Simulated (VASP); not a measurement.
C: single point with r2SCAN

The system is C.

```
C
1.0
     2.48029    0.00000    0.00000
    -1.24014    2.14799    0.00000
     0.00000    0.00000   21.82991
C
12
Cartesian
  0.0000 0.0000 20.0623
  0.0000 1.4320 20.0622
  0.0000 0.0000 16.3210
  0.0000 1.4320 16.3209
  1.2401 0.7160 5.5090
  0.0000 0.0000 5.5089
  1.2401 0.7160 1.7677
  0.0000 0.0000 1.7676
  0.0000 1.4320 12.7857
  1.2401 0.7160 12.7855
  0.0000 1.4320 9.0444
  1.2401 0.7160 9.0442
```

This cell differs from its parent crystal: biaxial strain in the a-b plane: +1.0 %, then relaxed in part.

```json
{
  "Program": "VASP 6.6.1",
  "Task": "single point",
  "Functional": "r2SCAN",
  "Potentials or basis": "VASP PAW PBE potentials, release 64 (C)",
  "Cutoff": "520 eV",
  "k mesh": "18 × 18 × 2",
  "Occupations": "gaussian, width 0.01 eV",
  "Spin": "no spin polarisation",
  "Dipole correction": "no",
  "Further INCAR settings": "ALGO = Normal; EDIFF = 1e-06; NBANDS = 36"
}
```

| Item | Value |
| --- | --- |
| Pressure | -7.0 GPa |

Stress tensor (GPa, compression positive):
```
-10.38   0.00   0.00
  0.00 -10.38   0.00
  0.00   0.00  -0.16
```

Wall time 19 min on 1 thread of AMD EPYC 7R43 64-Core Processor (Zen 3), with other jobs on the host, peak memory 0.32 GiB.

Caveat: the cell differs from its parent crystal (biaxial strain in the a-b plane: +1.0 %, then relaxed in part); the cell stands under tension; the PAW data sets were made with another functional, which shifts forces and pressure a little.
